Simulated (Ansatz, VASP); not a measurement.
# Cu: VASP beside Ansatz

```
Cu
1.0
     2.49656    0.00000    0.00000
    -1.24828    2.16208    0.00000
     0.00000    0.00000    8.15016
Cu
4
Direct
  0.66667 0.33333 0.75000
  0.00000 0.00000 0.50000
  0.33333 0.66667 0.25000
  0.00000 0.00000 0.00000
```

Alike in both runs: task single point; functional r2SCAN; k mesh 12 × 12 × 4; occupations fermi-dirac, width 0.05 eV; no spin polarisation.

|  | VASP | Ansatz |
| --- | --- | --- |
| version | VASP 6.6.1 | Ansatz 0.2.0 |
| potentials or method | VASP PAW PBE potentials, release 64 (Cu) | Ansatz PAW |
| plane-wave cutoff (eV) | 520 | 500 |
| valence electrons in the cell | 44 | 76 |

|  | VASP | Ansatz | Ansatz less VASP |
| --- | --- | --- | --- |
| gap on the k mesh at the Fermi level (eV) | none | none | - |
| pressure (GPa) | 7.9 | 7.2 | -0.70 |
| traceless stress, the component that is largest in VASP (GPa) | -0.44 | -0.41 | +0.033 |

VASP's potentials were made for PBE, not for r2SCAN. A gap of «none» marks a metal or a gap that the smearing closes. VASP's potentials hold 44 valence electrons a cell and Ansatz's 76, so a difference there can come from the potentials and not from the codes.
